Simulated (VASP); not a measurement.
Input of a VASP 6.6.1 run:

INCAR

```
SYSTEM = CuI
ALGO = Normal ; EDIFF = 1E-7
ENCUT = 520 ; GGA = PE
ISIF = 2 ; ISMEAR = 0
IVDW = 12 ; LASPH = .True.
LCHARG = .False. ; LREAL = .False.
LWAVE = .False. ; NBANDS = 26
NELM = 60 ; PREC = Accurate
SIGMA = 0.02
```

KPOINTS

```
k-points
0
Gamma
  8 8 4
  0 0 0
```

The input POSCAR:

```
CuI
1.0
    4.0901961900      0.0000000000      0.0000000000
    0.0000000000      4.0901961900      0.0000000000
    0.0000000000      0.0000000000      6.5514580400
Cu I
2 2
Direct
    0.5000000000      0.5000000000      0.0000000000
    0.0000000000      0.0000000000      0.0000000000
    0.5000000000      0.0000000000      0.2599440116
    0.0000000000      0.5000000000      0.7400559884
```

Potentials or basis: VASP PAW PBE potentials, release 64 (Cu, I).

Launch:

```bash
$ cat potpaw_PBE.64/Cu/POTCAR potpaw_PBE.64/I/POTCAR > POTCAR
$ mpirun -np 1 vasp_std > vasp.out
```

Task: Predict the pressure.

Result: -1.3 GPa.

Task: What does it give for the largest force?

Result: 0.008 eV/Å.

Stress tensor (GPa, compression positive):
```
-1.38  0.00  0.00
 0.00 -1.38  0.00
 0.00  0.00 -1.14
```
